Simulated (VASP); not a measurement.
Wanted: the native input for a VASP 6.6.1 run.

```yaml
Task: single point
Functional: r2SCAN
Potentials_or_basis: VASP PAW PBE potentials, release 64 (Sb)
Cutoff: 520 eV
k_mesh: 6 × 6 × 1
Occupations: gaussian, width 0.01 eV
Spin: no spin polarisation
Dipole_correction: yes
Further_INCAR_settings: ALGO = Normal; EDIFF = 1e-06; NBANDS = 18
```

Sb, a slab with vacuum:

```
Sb
1.0
     5.10377    0.00000    0.00000
     0.00000    4.21888    0.00000
     0.00000    0.00000   29.02170
Sb
4
Cartesian
  0.2945 0.0000 10.8890
  2.2574 2.1094 10.8890
  2.8464 2.1094 8.1110
  4.8093 0.0000 8.1110
```

This cell differs from its parent crystal: strain -0.5%.

These files were run (other wordings do the same):

POSCAR

```
Sb
1.0
    5.1037682625      0.0000000000      0.0000000000
    0.0000000000      4.2188760407      0.0000000000
    0.0000000000      0.0000000000     29.0216962420
Sb
4
Direct
    0.0577054415      0.0000000000      0.3752020112
    0.4422945585      0.5000000000      0.3752020112
    0.5577054415      0.5000000000      0.2794806043
    0.9422945585      0.0000000000      0.2794806043
```

INCAR.step1

```
ALGO = Normal ; DIPOL = 0.5 0.5 0.327
EDIFF = 1E-4 ; ENCUT = 520
GGA = PE ; IDIPOL = 3
ISMEAR = 0 ; LASPH = T
LCHARG = F ; LDIPOL = T
LREAL = F ; LWAVE = T
NBANDS = 18 ; NELM = 80
PREC = Accurate ; SIGMA = 0.01
```

INCAR.step2

```
ALGO = Normal ; DIPOL = 0.5 0.5 0.327
EDIFF = 1E-6 ; ENCUT = 520
IDIPOL = 3 ; ISIF = 2
ISMEAR = 0 ; ISTART = 1
LASPH = T ; LCHARG = T
LDIPOL = T ; LELF = T
LMIXTAU = T ; LREAL = F
LVACPOTAV = T ; LVHAR = T
LWAVE = F ; METAGGA = R2SCAN
NBANDS = 18 ; NELM = 80
PREC = Accurate ; SIGMA = 0.01
```

KPOINTS

```
k-points
0
Gamma
  6 6 1
```

Potentials or basis: VASP PAW PBE potentials, release 64 (Sb).

Launch:

```bash
$ cat potpaw_PBE.64/Sb/POTCAR > POTCAR
$ cp INCAR.step1 INCAR
$ mpirun -np 1 vasp_std > vasp.out
$ cp INCAR.step2 INCAR
$ mpirun -np 1 vasp_std > vasp.out
```

Results of the run:

| Item | Value |
| --- | --- |
| Largest force | 0.076 eV/Å |
| Band gap on the k mesh | 0.61 eV (least direct gap 0.83 eV) |
| Ionisation potential of the upper face | 4.32 eV |

Caveat: the cell differs from its parent crystal (strain -0.5%); the PAW data sets were made with another functional, which shifts forces and pressure a little; spin-orbit coupling is left out, which moves the levels of the heavy elements.

Wall time 25 min on 1 thread of Intel Xeon 8259CL, on a shared host, peak memory 0.71 GiB.
